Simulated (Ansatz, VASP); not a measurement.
SnO2: VASP beside Ansatz

File INCAR:

```
SYSTEM = SnO2
ALGO     = Normal         ! electronic algorithm
EDIFF    = 1E-6           ! SCF threshold, eV
ENCUT    = 520            ! plane-wave cutoff, eV
GGA      = PE             ! functional
ISIF     = 2              ! what is computed and relaxed
ISMEAR   = 0              ! smearing method
IVDW     = 12             ! dispersion correction
LASPH    = .TRUE.         ! aspherical terms in the spheres
LCHARG   = .FALSE.        ! write CHGCAR
LREAL    = .FALSE.        ! projectors in reciprocal space
LWAVE    = .FALSE.        ! write WAVECAR
NBANDS   = 20             ! bands
NELM     = 80             ! most SCF steps
PREC     = Accurate       ! precision mode
SIGMA    = 0.1            ! smearing width, eV
```

The input KPOINTS:

```
k-points
0
G
  6 6 4
  0 0 0
```

The input POSCAR:

```
SnO2
1.0
    3.0246447900      0.0000000000      0.0000000000
   -1.5123223900      2.6194192200      0.0000000000
    0.0000000000      0.0000000000      4.7758175100
Sn O
1 2
Direct
    0.0000000000      0.0000000000      0.5000000000
    0.3333333300      0.6666666700      0.7608649400
    0.6666666700      0.3333333300      0.2391350600
```

Input for Ansatz:

```yaml
crystal:
  lattice:
    - [3.02464479, 0.0, 0.0]
    - [-1.51232239, 2.61941922, 0.0]
    - [0.0, 0.0, 4.77581751]
  atoms:
    - { symbol: Sn, position: [0.0, 0.0, 0.5] }
    - { symbol: O, position: [0.33333333, 0.66666667, 0.76086494] }
    - { symbol: O, position: [0.66666667, 0.33333333, 0.23913506] }
basis:
  ecutwfc: 420
kpoints:
  mp_grid: { grid: [6, 6, 4] }
hamiltonian:
  xc: pbe
  dispersion: d3bj
scf:
  occupations: { method: gaussian, width: 0.1 }
  lower_state_search: "off"
output:
  forces: true
  stress: true
  eigenvalues: true
```

Alike in both runs: task single point; functional PBE; dispersion D3(BJ); k mesh 6 × 6 × 4; occupations gaussian, width 0.1 eV; no spin polarisation.

|  | VASP | Ansatz |
| --- | --- | --- |
| version | VASP 6.6.1 | Ansatz 0.2.0 |
| potentials or method | VASP PAW PBE potentials, release 64 (Sn_d, O), cutoff 520 eV | scalar-relativistic, plane waves, PAW |
| valence electrons in the cell | 26 | 26 |

```csv
,VASP,Ansatz,Ansatz less VASP
gap on the k mesh at the Fermi level (eV),2.20,2.23,+0.035
least direct gap on the mesh (eV),2.21,2.25,+0.037
pressure (GPa),4.0,3.4,-0.69
"traceless stress, the component that is largest in VASP (GPa)",-23.86,-23.73,+0.127
rms of the force components (eV/Å),1.032,1.069,+0.0365
```

Atom by atom the forces differ by 0.036 eV/Å (rms over components).
